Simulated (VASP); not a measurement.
B2Sb3Os:

```
B Sb Os
1.0
     3.70346    0.00000    0.00000
     0.00000    3.70346    0.00000
     0.00000    0.00000    8.12417
B Sb Os
2 3 1
Direct
  0.00000 0.50000 0.73723
  0.50000 0.00000 0.26277
  0.50000 0.50000 0.00000
  0.00000 0.50000 0.37740
  0.50000 0.00000 0.62260
  0.00000 0.00000 0.00000
```

The cell was generated, and may not be a known phase.

```yaml
Program: VASP 6.6.1
Task: relaxation of cell and atoms
Functional: PBE
Potentials_or_basis: VASP PAW PBE potentials, release 64 (B, Sb, Os)
Cutoff: 600 eV
k_mesh: 6 × 6 × 2
Occupations: gaussian, width 0.1 eV
Spin: no spin polarisation
```

At the start: pressure -4.1 GPa; volume 18.57 Å³/atom.

Problem. Where does the relaxation end?

Solution. Over 41 steps the energy falls by 589.1 meV/atom and the volume is 20.68 Å³/atom (+11.4 %); space group P-4m2 (No. 115, to 0.1 Å) before and after.

Step by step:
```tsv
step	energy change (eV)	largest force (eV/Å)	pressure (GPa)	volume (Å³)
1	0.0000	0.9978	-4.11	111.43
3	-0.4109	0.6296	5.80	100.91
5	-0.8240	0.7116	3.12	102.11
7	-0.8958	0.6221	-2.19	106.42
9	-1.1917	0.7068	-2.17	106.10
11	-2.0394	1.4394	11.73	104.67
13	-2.2186	0.4446	5.91	105.50
15	-2.4398	1.1165	4.82	109.59
17	-2.7894	1.7638	0.39	117.87
19	-2.9761	1.2930	-3.74	122.90
21	-3.1571	0.4188	-0.90	119.16
23	-3.2735	0.4820	3.06	115.50
25	-3.4006	0.3944	-0.81	120.75
27	-3.4129	0.4347	-1.74	122.15
29	-3.4632	0.4165	-0.62	121.55
31	-3.4788	0.1831	0.96	119.91
33	-3.5075	0.0751	-0.06	122.20
35	-3.5202	0.2228	0.17	122.91
37	-3.5321	0.1482	0.02	123.90
39	-3.5343	0.0456	0.18	123.92
41	-3.5346	0.0307	-0.01	124.11
```

Final structure:
```
B Sb Os
1.0
     4.04716    0.00000    0.00000
     0.00000    4.04716    0.00000
     0.00000    0.00000    7.57700
B Sb Os
2 3 1
Direct
  0.00000 0.50000 0.85239
  0.50000 0.00000 0.14761
  0.50000 0.50000 0.00000
  0.00000 0.50000 0.55357
  0.50000 0.00000 0.44643
  0.00000 0.00000 0.00000
```

Caveat: the k points lie up to 0.41 Å⁻¹ apart in the final cell, too coarse for converged energies and pressures of a metal; an odd number of electrons without spin polarisation forces a metal; a magnetic or distorted state may lie lower.
